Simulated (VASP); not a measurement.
# NbBiF in VASP: further runs

NbBiF is run at these levels: PBE; tasks: single point, relaxation of cell and atoms.

Program: VASP 6.6.1. These are calculated values, not measurements. Logs are shortened: lines on timing, memory, paths and dates and some standing lists are left out, and cuts for length are marked.

## 1. The cell of the first run

The structure is orthorhombic, space group Pmmm (No. 47). The conventional cell has a = 3.748 Å, b = 3.787 Å, c = 3.866 Å, α = 90.00°, β = 90.00°, γ = 90.00°. Nb (site symmetry mmm) has 2 F at 1.93 Å and 4 Bi at 2.66 Å within 2.7 Å. Within 3.5 Å of Bi (site symmetry mmm) lie 4 Nb at 2.66 Å and 8 F at 3.29 Å. Within 2.6 Å of F (site symmetry mmm) lie 2 Nb at 1.93 Å.

The cell was built from a structure type or drawn by symmetry, and may not be a known phase.

## 2. Single point, PBE

Contents of INCAR:

```
  PREC = Accurate
  ENCUT = 520
  EDIFF = 1E-6
  ISMEAR = 0
  SIGMA = 0.1
  LREAL = F
  LASPH = T
  NELM = 100
  ALGO = Normal
  ISIF = 2
  LWAVE = F
  LCHARG = F
  GGA = PE
  NBANDS = 24
```

Contents of KPOINTS:

```
regular mesh
0
Gamma
  4 4 4
```

Contents of POSCAR:

```
NbBiF
1.0
    3.7482995700      0.0000000000      0.0000000000
    0.0000000000      3.7873013400      0.0000000000
    0.0000000000      0.0000000000      3.8663228800
Nb Bi F
1 1 1
Direct
    0.5000000000      0.5000000000      0.0000000000
    0.0000000000      0.0000000000      0.0000000000
    0.5000000000      0.5000000000      0.5000000000
```

Potentials or basis: VASP PAW PBE potentials, release 64 (Nb_sv, Bi_d, F).

Command:

```sh
cat potpaw_PBE.64/Nb_sv/POTCAR potpaw_PBE.64/Bi_d/POTCAR potpaw_PBE.64/F/POTCAR > POTCAR
mpirun -np 1 vasp_std > vasp.out
```

OUTCAR:

```text
PREC = Accurate
   ENCUT = 520
   EDIFF = 1E-6
   ISMEAR = 0
   LREAL = F
   LASPH = T
   NELM = 100
   ISIF = 2
   GGA = PE

 ion  position               nearest neighbor table
   1  0.500  0.500  0.000-   3 1.93   3 1.93   2 2.66   2 2.66   2 2.66   2 2.66
   2  0.000  0.000  0.000-   1 2.66   1 2.66   1 2.66   1 2.66
   3  0.500  0.500  0.500-   1 1.93   1 1.93

  LATTYP: Found a simple orthorhombic cell.
 ALAT       =     3.7482995700
 B/A-ratio  =     1.0104051902
 C/A-ratio  =     1.0314871605

  Lattice vectors:

 A1 = (   3.7482995700,   0.0000000000,   0.0000000000)
 A2 = (   0.0000000000,   3.7873013400,   0.0000000000)
 A3 = (   0.0000000000,   0.0000000000,   3.8663228800)

Analysis of symmetry for initial positions (statically):
=====================================================================
 Subroutine PRICEL returns:
 Original cell was already a primitive cell.

 Routine SETGRP: Setting up the symmetry group for a
 simple orthorhombic supercell.

 Subroutine GETGRP returns: Found  8 space group operations
 (whereof  8 operations were pure point group operations)
 out of a pool of  8 trial point group operations.

The static configuration has the point symmetry D_2h.

Analysis of symmetry for dynamics (positions and initial velocities):
=====================================================================
 Subroutine PRICEL returns:
 Original cell was already a primitive cell.

 Routine SETGRP: Setting up the symmetry group for a
 simple orthorhombic supercell.

 Subroutine GETGRP returns: Found  8 space group operations
 (whereof  8 operations were pure point group operations)
 out of a pool of  8 trial point group operations.

The dynamic configuration has the point symmetry D_2h.

 Subroutine INISYM returns: Found  8 space group operations
 (whereof  8 operations are pure point group operations),
 and found     1 'primitive' translations

----------------------------------------------------------------------------------------

                                     Primitive cell

  volume of cell :      54.8861

  direct lattice vectors                    reciprocal lattice vectors
     3.748299570  0.000000000  0.000000000     0.266787641  0.000000000  0.000000000
     0.000000000  3.787301340  0.000000000     0.000000000  0.264040252  0.000000000
[... 85 lines left out ...]
   ENCUT  =  520.0 eV  38.22 Ry    6.18 a.u.   6.97  7.04  7.19*2*pi/ulx,y,z
   NELM   =    100;   NELMIN=  2; NELMDL= -5     # of ELM steps
   EDIFF  = 0.1E-05   stopping-criterion for ELM
   LREAL  =      F    real-space projection
   EDIFFG = 0.1E-04   stopping-criterion for IOM
   NSW    =      0    number of steps for IOM
   IBRION =     -1    ionic relax: 0-MD 1-quasi-New 2-CG
   NFREE  =      0    steps in history (QN), initial steepest desc. (CG)
   ISIF   =      2    stress and relaxation
   ISYM   =      2    0-nonsym 1-usesym 2-fastsym
   POTIM  = 0.5000    time-step for ionic-motion
   TEBEG  =    0.0;   TEEND  =   0.0 temperature during run
   PSTRESS=    0.0 pullay stress
   NELECT =      35.0000    total number of electrons
   NUPDOWN=      -1.0000    fix difference up-down
   EMIN   =  10.00;   EMAX   =-10.00  energy-range for DOS
   EFERMI =   0.00;   METHOD = LEGACY
   ISMEAR =     0;   SIGMA  =   0.10  broadening in eV -4-tet -1-fermi 0-gaus
   EFERMI_NEDOS =   21; number of points for ismear=-14 and -15
   IALGO  =     38    algorithm
   IMIX   =      4    mixing-type and parameters
     AMIX     =   0.40;   BMIX     =  1.00
     AMIX_MAG =   1.60;   BMIX_MAG =  1.00
  volume/ion in A,a.u.               =      18.30       123.46
  Fermi-wavevector in a.u.,A,eV,Ry     =   1.409105  2.662823 27.015422  1.985577
  Thomas-Fermi vector in A             =   2.531195
   LORBIT       =      0    0 simple, 1 ext, 2 COOP (PROOUT), +10 PAW based schemes
   GGA     = PE    functional components
   LHFCALC =     F    Hartree Fock is set to
   AEXX    =    0.0000 exact exchange contribution
   IVDW    =     0    specifies the selected vdW correction
   LEPSILON=     F    determine dielectric tensor
   LRPA    =     F    only Hartree local field effects (RPA)
 non-spin polarized calculation
 Gauss-broadening in eV      SIGMA  =   0.10
  energy-cutoff  :      520.00
  volume of cell :       54.89
 maximum number of plane-waves:      1508
 NGX is ok and might be reduce to    28
   NGX = 13   NGY = 15   NGZ = 15

 number of electron      34.9999998 magnetization

 Free energy of the ion-electron system (eV)
  ---------------------------------------------------
  ext. energy  EPLUGINS =         0.00000000
  ---------------------------------------------------
  free energy    TOTEN  =       -17.32200283 eV

  energy without entropy =      -17.31241762  energy(sigma->0) =      -17.31721022

 E-fermi :   9.4286     XC(G=0): -11.0475

 val. band max:        9.3940939774   @ k =   0.0000   0.0000   0.0000
 cond. band min:       9.4326308531   @ k =   0.0000   0.0000   0.2500
 fundamental gap:      0.0385368757
 Fermi energy:         9.4285940755

 k-point     1 :       0.0000    0.0000    0.0000
  band No.  band energies     occupation
      1     -46.4291      2.00000
      2     -22.9886      2.00000
      3     -22.5130      2.00000
      4     -22.5014      2.00000
      5     -17.6461      2.00000
      6     -13.7707      2.00000
[... 637 lines left out ...]
     23      14.3884      0.00000
     24      17.2063      0.00000

 [... further k-points ...]

------------------------ aborting loop because EDIFF is reached ----------------------------------------

  FORCE on cell =-STRESS in cart. coord.  units (eV):
  Direction    XX          YY          ZZ          XY          YZ          ZX
  --------------------------------------------------------------------------------------
  -------------------------------------------------------------------------------------
  Total       10.4001405     10.5163839     10.1228086     -0.0000000      0.0000000      0.0000000
  in kB      303.5900365    306.9832939    295.4944528     -0.0000000      0.0000000      0.0000000
  external PRESSURE =     302.0225944 kB  Pullay stress =       0.0000000 kB

 VOLUME and BASIS-vectors are now :
 -----------------------------------------------------------------------------
  energy-cutoff  :      520.00
  volume of cell :       54.89
      direct lattice vectors                 reciprocal lattice vectors
     3.748299570  0.000000000  0.000000000     0.266787641  0.000000000  0.000000000
     0.000000000  3.787301340  0.000000000     0.000000000  0.264040252  0.000000000
     0.000000000  0.000000000  3.866322880     0.000000000  0.000000000  0.258643686

 POSITION                                       TOTAL-FORCE (eV/Angst)
 -----------------------------------------------------------------------------------
      1.87415      1.89365      0.00000         0.000000      0.000000      0.000000
      0.00000      0.00000      0.00000         0.000000      0.000000      0.000000
      1.87415      1.89365      1.93316         0.000000      0.000000      0.000000
 -----------------------------------------------------------------------------------
    total drift:                                0.000000      0.000000     -0.000000

  FREE ENERGIE OF THE ION-ELECTRON SYSTEM (eV)
  ---------------------------------------------------
  free  energy   TOTEN  =       -17.3220028330 eV

  energy  without entropy=      -17.3124176160  energy(sigma->0) =      -17.31721022
```

OSZICAR:

```text
N       E                     dE             d eps       ncg     rms          rms(c)
DAV:   1     0.442134426722E+03    0.44213E+03   -0.18606E+04  1296   0.171E+03
DAV:   2     0.267822052829E+02   -0.41535E+03   -0.40329E+03  1360   0.569E+02
DAV:   3    -0.151348375081E+02   -0.41917E+02   -0.41038E+02  1872   0.176E+02
DAV:   4    -0.183679179970E+02   -0.32331E+01   -0.32176E+01  2256   0.382E+01
DAV:   5    -0.184360709897E+02   -0.68153E-01   -0.68146E-01  1808   0.426E+00    0.960E+00
DAV:   6    -0.174020311512E+02    0.10340E+01   -0.62963E+00  1952   0.186E+01    0.329E+00
DAV:   7    -0.173256195919E+02    0.76412E-01   -0.50111E-01  1888   0.655E+00    0.236E+00
DAV:   8    -0.173205665485E+02    0.50530E-02   -0.68251E-02  1784   0.236E+00    0.439E-01
DAV:   9    -0.173216230236E+02   -0.10565E-02   -0.10735E-02  2168   0.871E-01    0.188E-01
DAV:  10    -0.173219564941E+02   -0.33347E-03   -0.98995E-04  1760   0.324E-01    0.590E-02
DAV:  11    -0.173220028575E+02   -0.46363E-04   -0.18415E-04  1792   0.114E-01    0.171E-02
DAV:  12    -0.173220001651E+02    0.26924E-05   -0.15846E-05  1856   0.408E-02    0.849E-03
DAV:  13    -0.173220030988E+02   -0.29337E-05   -0.46597E-06  1328   0.159E-02    0.307E-03
DAV:  14    -0.173220028330E+02    0.26589E-06   -0.40004E-07  1184   0.651E-03
   1 F= -.17322003E+02 E0= -.17317210E+02  d E =-.958522E-02
```

It took 30 s on 1 thread of Intel Xeon Platinum 8259CL at 2.50GHz (Skylake/Cascade Lake), shared host; peak memory 0.18 GiB.

What came out:

```
Free energy            : -17.3220 eV
Pressure               : 30.2 GPa
Band gap on the k mesh : zero (an odd number of electrons rules out a gap without spin polarisation)
```

Caveat: the k points lie up to 0.42 Å⁻¹ apart, too coarse for converged energies and pressures of a metal; spin-orbit coupling is left out, which moves the levels of the heavy elements; an odd number of electrons without spin polarisation forces a metal; a magnetic or distorted state may lie lower.

[end of part 1 of 2]
